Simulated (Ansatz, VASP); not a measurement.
## Two plane-wave programs on Al2Cu

```
CELL_PARAMETERS angstrom
4.08417 0.00000 0.00000
0.00000 4.08417 2.84639
0.00000 -4.08417 2.84639
ATOMIC_POSITIONS crystal
Al 0.50000 0.74566 0.75434
Al 0.50000 0.24566 0.25434
Al 0.00000 0.51836 0.98164
Al 0.00000 0.01836 0.48164
Cu 0.00000 0.99405 0.00595
Cu 0.00000 0.49405 0.50595
```

Change from the starting cell: mode 17 (354.1 1/cm) frozen in, largest displacement +0.150 Å.

Alike in both runs: task single point; functional PBEsol; k mesh 12 × 10 × 10; occupations gaussian, width 0.15 eV; no spin polarisation.

|  | VASP | Ansatz |
| --- | --- | --- |
| version | VASP 6.6.1 | Ansatz 0.2.0 |
| potentials or method | VASP PAW PBE potentials, release 64 (Al, Cu), cutoff 520 eV | scalar-relativistic, plane waves, PAW |
| valence electrons in the cell | 34 | 50 |

Ansatz gave:

```
gap on the k mesh at the Fermi level (eV)                     : none
pressure (GPa)                                                : 2.1
traceless stress, the component that is largest in VASP (GPa) : 0.76
rms of the force components (eV/Å)                            : 0.832
```

Problem. What did VASP give for the same quantities?

Solution. gap on the k mesh at the Fermi level (eV): none; pressure (GPa): 2.3; traceless stress, the component that is largest in VASP (GPa): 0.76; rms of the force components (eV/Å): 0.836.

VASP's potentials were made for PBE, not for PBEsol. Atom by atom the forces differ by 0.004 eV/Å (rms over components). A gap of «none» marks a metal or a gap that the smearing closes. VASP's potentials hold 34 valence electrons a cell and Ansatz's 50, so a difference there can come from the potentials and not from the codes.
